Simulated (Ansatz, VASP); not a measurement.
## One calculation of HgTe, two programs

```
CELL_PARAMETERS angstrom
0.00000 3.32641 3.32641
3.32641 0.00000 3.32641
3.32641 3.32641 0.00000
ATOMIC_POSITIONS crystal
Hg 0.00000 0.00000 0.00000
Te 0.25000 0.25000 0.25000
```

Alike in both runs: functional PBE; k mesh 12 × 12 × 12; occupations gaussian, width 0.1 eV; no spin polarisation.

Ansatz relaxed the structure, and its values are those at the end. VASP's run is a single point on that final structure, the one shown.

|  | VASP | Ansatz |
| --- | --- | --- |
| version | VASP 6.6.1 | Ansatz 0.2.0 |
| potentials or method | VASP PAW PBE potentials, release 64 (Hg, Te), cutoff 520 eV | scalar-relativistic, plane waves, PAW |
| valence electrons in the cell | 18 | 36 |

|  | VASP | Ansatz | Ansatz less VASP |
| --- | --- | --- | --- |
| gap on the k mesh at the Fermi level (eV) | none | none | - |
| pressure (GPa) | 0.0 | 0.0 | -0.05 |

A gap of «none» marks a metal or a gap that the smearing closes. VASP's potentials hold 18 valence electrons a cell and Ansatz's 36, so a difference there can come from the potentials and not from the codes.

Neither program's run includes spin-orbit coupling.
